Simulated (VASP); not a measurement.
Input of a VASP 6.6.1 run:

The input INCAR:

```
SYSTEM = MgO
  PREC = Accurate
  ENCUT = 520
  EDIFF = 1E-6
  ISMEAR = 0
  SIGMA = 0.05
  LREAL = .False.
  LASPH = .True.
  NELM = 80
  ALGO = Normal
  ISIF = 2
  LWAVE = .False.
  LCHARG = .True.
  GGA = PS
  LELF = .True.
  LVHAR = .True.
  NBANDS = 11
```

KPOINTS

```
Automatic mesh
0
Gamma
  10 10 10
  0 0 0
```

The input POSCAR:

```
MgO
1.0
    0.0000000000      2.1250890106      2.1250890106
    2.1250890106      0.0000000000      2.1250890106
    2.1250890106      2.1250890106      0.0000000000
Mg O
1 1
Direct
    0.0000000000      0.0000000000      0.0000000000
    0.5000000000      0.5000000000      0.5000000000
```

Potentials or basis: VASP PAW PBE potentials, release 64 (Mg, O).

Run with:

```sh
$ cat potpaw_PBE.64/Mg/POTCAR potpaw_PBE.64/O/POTCAR > POTCAR
$ mpirun -np 1 vasp_std > vasp.out
```

(1) Predict the pressure.

(2) What does it give for the band gap on the k mesh?

Results:

(1) -4.4 GPa.

(2) 4.38 eV, direct.

Caveat: the PAW data sets were made with another functional, which shifts forces and pressure a little.
